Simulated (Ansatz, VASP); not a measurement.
**Two plane-wave programs on ZrN**

Contents of POSCAR:

```
ZrN
1.0
    0.0000000000      2.3142891050      2.3142891050
    2.3142891050      0.0000000000      2.3142891050
    2.3142891050      2.3142891050      0.0000000000
Zr N
1 1
Direct
    0.0000000000      0.0000000000      0.0000000000
    0.5000000000      0.5000000000      0.5000000000
```

The input INCAR.step1:

```
PREC     = Accurate       # precision mode
ENCUT    = 580            # plane-wave cutoff, eV
ISMEAR   = -1             # smearing method
SIGMA    = 0.01           # smearing width, eV
LREAL    = F              # projectors in reciprocal space
LASPH    = T              # aspherical terms in the spheres
NELM     = 120            # most SCF steps
NBANDS   = 16             # bands
GGA      = PE             # functional
ALGO     = Normal         # electronic algorithm
EDIFF    = 1E-5           # SCF threshold, eV
LWAVE    = T              # write WAVECAR
LCHARG   = F              # write CHGCAR
GGA_COMPAT= F
```

Contents of INCAR.step2:

```
PREC     = Accurate       # precision mode
ENCUT    = 580            # plane-wave cutoff, eV
EDIFF    = 1E-8           # SCF threshold, eV
ISMEAR   = -1             # smearing method
SIGMA    = 0.01           # smearing width, eV
LREAL    = F              # projectors in reciprocal space
LASPH    = T              # aspherical terms in the spheres
NELM     = 120            # most SCF steps
ALGO     = Normal         # electronic algorithm
ISIF     = 2              # what is computed and relaxed
LWAVE    = F              # write WAVECAR
LCHARG   = F              # write CHGCAR
METAGGA  = R2SCAN         # meta-GGA
LMIXTAU  = T            
LEFG     = T            
NBANDS   = 16             # bands
ISTART   = 1            
GGA_COMPAT= F
```

File KPOINTS:

```
Automatic mesh
0
Gamma
  9 9 9
```

Input for Ansatz:

```yaml
crystal:
  lattice:
    - [0.0, 2.314289105, 2.314289105]
    - [2.314289105, 0.0, 2.314289105]
    - [2.314289105, 2.314289105, 0.0]
  atoms:
    - { symbol: Zr, position: [0.0, 0.0, 0.0] }
    - { symbol: "N", position: [0.5, 0.5, 0.5] }
kpoints:
  mp_grid: { grid: [9, 9, 9] }
scf:
  occupations: { method: fermi_dirac, width: 0.01 }
hamiltonian:
  xc: r2scan
  pseudopotentials: { kind: paw }
output:
  forces: true
  stress: true
  eigenvalues: true
  efg: { contact_densities: true }
```

Change from the starting cell: functional r2scan, volume scaled by 1.04, PAW files.

Alike in both runs: task electric field gradients; functional r2SCAN; k mesh 9 × 9 × 9; occupations fermi-dirac, width 0.01 eV; no spin polarisation.

```csv
,VASP,Ansatz
version,VASP 6.6.1,Ansatz 0.2.0
potentials or method,"VASP PAW PBE potentials, release 64 (Zr_sv, N)","PAW with Ansatz's default frozen-core files, scalar-relativistic"
plane-wave cutoff (eV),580,500
valence electrons in the cell,17,17
```

|  | VASP | Ansatz | Ansatz less VASP |
| --- | --- | --- | --- |
| pressure (GPa) | -6.6 | -6.9 | -0.30 |

VASP's potentials were made for PBE, not for r2SCAN.
